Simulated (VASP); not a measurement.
# TaS2 (P-3m1) in VASP: further runs, part 3 of 3

VASP 6.6.1. Earlier steps stand in the parts before.

## 6. Electric field gradients, LDA (volume scaled by 1.06)

INCAR reads:

```
SYSTEM = TaS2
PREC = Accurate
ENCUT = 400
EDIFF = 1E-8
ISMEAR = -1
SIGMA = 0.03
LREAL = .FALSE.
LASPH = .TRUE.
NELM = 120
ALGO = Normal
ISIF = 2
LWAVE = .FALSE.
LCHARG = .FALSE.
GGA = CA
LEFG = .TRUE.
NBANDS = 18
GGA_COMPAT = .FALSE.
```

KPOINTS reads:

```
regular mesh
0
G
  9 9 5
  0 0 0
```

POSCAR reads:

```
TaS2
1.0
    3.4157051173      0.0000000000      0.0000000000
   -1.7078525586      2.9580874034      0.0000000000
    0.0000000000      0.0000000000      5.9749311394
Ta S
1 2
Direct
    0.0000000000      0.0000000000      0.0000000000
    0.3333333333      0.6666666667      0.2500000000
    0.6666666667      0.3333333333      0.7500000000
```

Potentials or basis: VASP PAW LDA potentials, release 64 (Ta_pv, S).

The run is started by

```bash
> cat potpaw_LDA.64/Ta_pv/POTCAR potpaw_LDA.64/S/POTCAR > POTCAR
> mpirun -np 1 vasp_std > vasp.out
```

OUTCAR:

```text
SYSTEM = TaS2
   PREC = Accurate
   ENCUT = 400
   EDIFF = 1E-8
   ISMEAR = -1
   LREAL = .FALSE.
   LASPH = .TRUE.
   NELM = 120
   ISIF = 2
   GGA = CA

 ion  position               nearest neighbor table
   1  0.000  0.000  0.000-   2 2.47   3 2.47   2 2.47   3 2.47   3 2.47   2 2.47
   2  0.333  0.667  0.250-   1 2.47   1 2.47   1 2.47
   3  0.667  0.333  0.750-   1 2.47   1 2.47   1 2.47

  LATTYP: Found a hexagonal cell.
 ALAT       =     3.4157051173
 C/A-ratio  =     1.7492526240

  Lattice vectors:

[... 723 lines left out ...]

  energy  without entropy=      -25.3841472182  energy(sigma->0) =      -25.38753860

 Electric field gradients (V/A^2)
---------------------------------------------------------------------
 ion       V_xx      V_yy      V_zz      V_xy      V_xz      V_yz
---------------------------------------------------------------------
   1      68.051    68.051  -136.102    -0.001    -0.000     0.000
   2       7.828     7.827   -15.655    -0.001     0.000    -0.000
   3       7.828     7.827   -15.655    -0.001     0.000    -0.000
---------------------------------------------------------------------

 Electric field gradients after diagonalization (V/A^2)
 (convention: |V_zz| > |V_xx| > |V_yy|)
----------------------------------------------------------------------
 ion       V_xx      V_yy      V_zz     asymmetry (V_yy - V_xx)/ V_zz
----------------------------------------------------------------------
   1      68.052    68.050  -136.102       0.000
   2       7.828     7.827   -15.655       0.000
   3       7.828     7.827   -15.655       0.000
----------------------------------------------------------------------

           NMR quadrupolar parameters

 Cq : quadrupolar parameter    Cq=e*Q*V_zz/h
 eta: asymmetry parameters     (V_yy - V_xx)/ V_zz
 Q  : nuclear electric quadrupole moment in mb (millibarn)
----------------------------------------------------------------------
 ion       Cq(MHz)       eta       Q (mb)
----------------------------------------------------------------------
   1      -0.329       0.000       1.000
   2      -0.038       0.000       1.000
   3      -0.038       0.000       1.000
----------------------------------------------------------------------
```

stdout:

```text
POSCAR found type information on POSCAR TaS
 POSCAR found :  2 types and       3 ions
 scaLAPACK will be used
 LDA part: xc-table for (Slater(with rela. corr.)+CA(PZ))
 , standard interpolation
 POSCAR, INCAR and KPOINTS ok, starting setup
 FFT: planning ... GRIDC
 FFT: planning ... GRID_SOFT
 FFT: planning ... GRID
 WAVECAR not read
 entering main loop
ion   1

ion   2

ion   3
```

Run time: 45 s. Hardware: 1 thread of AMD EPYC 7R43 (Zen 3), shared host; peak memory 0.12 GiB.

What came out:

| Quantity | Value |
| --- | --- |
| Free energy | -25.3909 eV |
| Pressure | -5.8 GPa |
| Largest force | 0.091 eV/Å |

Forces on the atoms (eV/Å):
```
Ta   0.000  0.000  0.000
S    0.000  0.000 -0.091
S    0.000  0.000  0.091
```

Stress tensor (GPa, compression positive):
```
-7.44  0.00  0.00
 0.00 -7.44  0.00
 0.00  0.00 -2.57
```

Levels at points of the mesh, in eV from the Fermi level:
| k point | band 9 | band 10 | band 11 | band 12 | band 13 | band 14 |
| --- | --- | --- | --- | --- | --- | --- |
| (0.00, 0.00, 0.00) | -1.25 | -0.76 | -0.76 | 0.03 | 0.03 | 0.27 |

Electric field gradients, principal values (V/Å²):
| atom | least | middle | greatest (by size) |
| --- | --- | --- | --- |
| 1 Ta | 68.050 | 68.052 | -136.102 |
| 2 S | 7.827 | 7.828 | -15.655 |
| 3 S | 7.827 | 7.828 | -15.655 |

Caveat: without QUAD_EFG the Cq values of the log hold for a quadrupole moment of 1 mb, not for the nuclei; spin-orbit coupling is left out, which moves the levels of the heavy elements.

## 7. Overview

```csv
cell,gap on the mesh (eV),pressure (GPa),largest force (eV/Å)
"a = 3.361, b = 3.361, c = 5.879 Å, angles 90.0, 90.0, 120.0°, 3 atoms",none,0.3,0.66
"a = 3.372, b = 3.372, c = 5.899 Å, angles 90.0, 90.0, 120.0°, 3 atoms",none,-1.0,0.50
"a = 3.394, b = 3.394, c = 5.937 Å, angles 90.0, 90.0, 120.0°, 3 atoms",none,-3.6,0.20
"a = 3.416, b = 3.416, c = 5.975 Å, angles 90.0, 90.0, 120.0°, 3 atoms",none,-5.8,0.09
```

Alike in all rows: task electric field gradients; level LDA; potentials or basis VASP PAW LDA potentials, release 64 (Ta_pv, S); no spin polarisation; k mesh 9 × 9 × 5; cutoff (eV) 400; smearing fermi-dirac 0.03 eV.

Caveats: spin-orbit coupling is left out, which moves the levels of the heavy elements.

Total energies depend on the potentials used, so only differences within one code and one set of settings carry meaning.
